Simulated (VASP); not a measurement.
Runs of VASP 6.6.1 on Be3CdF2. The structure is that of space group P6/mmm (No. 191), or close to it. The cells are those of the table. 

| task | potentials or basis | cell | k mesh | cutoff (eV) | second run | gap on the mesh (eV) | pressure (GPa) | relaxed volume (Å³/atom) |
| --- | --- | --- | --- | --- | --- | --- | --- | --- |
| single point | VASP PAW PBE potentials, release 64 (Be, Cd, F) | a = 4.582, b = 4.582, c = 3.722 Å, angles 90.0, 90.0, 120.0°, 6 atoms | 6 × 6 × 6 | 520 | - | none | 5.9 | - |
| relaxation of cell and atoms | VASP PAW PBE potentials, release 64 (Be, Cd, F) | relaxed from a = 4.254, b = 4.254, c = 4.797 Å, angles 90.0, 90.0, 120.0°, 6 atoms | 12 × 12 × 8 | 600 | - | none | -0.1 | 12.51 |
| single point | VASP PAW PBE potentials, release 64 (Be, Cd, F) | a = 4.254, b = 4.254, c = 4.797 Å, angles 90.0, 90.0, 120.0°, 6 atoms | 6 × 6 × 6 | 520 | - | none | 0.2 | - |
| relaxation of cell and atoms | VASP PAW PBE potentials, release 64 (Be, Cd, F) | relaxed from a = 4.582, b = 4.582, c = 3.722 Å, angles 90.0, 90.0, 120.0°, 6 atoms | 6 × 6 × 6 | 600 | - | none | 0.0 | (a) |
| relaxation of cell and atoms | VASP PAW PBE potentials, release 64 (Be, Cd_sv_GW, F) | relaxed from a = 4.582, b = 4.582, c = 3.722 Å, angles 90.0, 90.0, 120.0°, 6 atoms | 6 × 6 × 6 | 600 | valence_matched | none | 0.0 | 12.16 |
| single point | VASP PAW PBE potentials, release 64 (Be, Cd, F) | a = 4.256, b = 4.256, c = 4.783 Å, angles 90.0, 90.0, 120.0°, 6 atoms | 12 × 12 × 8 | 520 | - | none | 0.2 | - |

Alike in all rows: level PBE; no spin polarisation; smearing gaussian 0.1 eV.

Problem. Estimate the missing entries.

Solution. (a) 12.25.

A k mesh can miss the band edges, and the runs leave out spin-orbit coupling on Cd.

A gap of «none» marks levels without a gap at the run's occupations.

The runs don't all hold the same shells in valence.
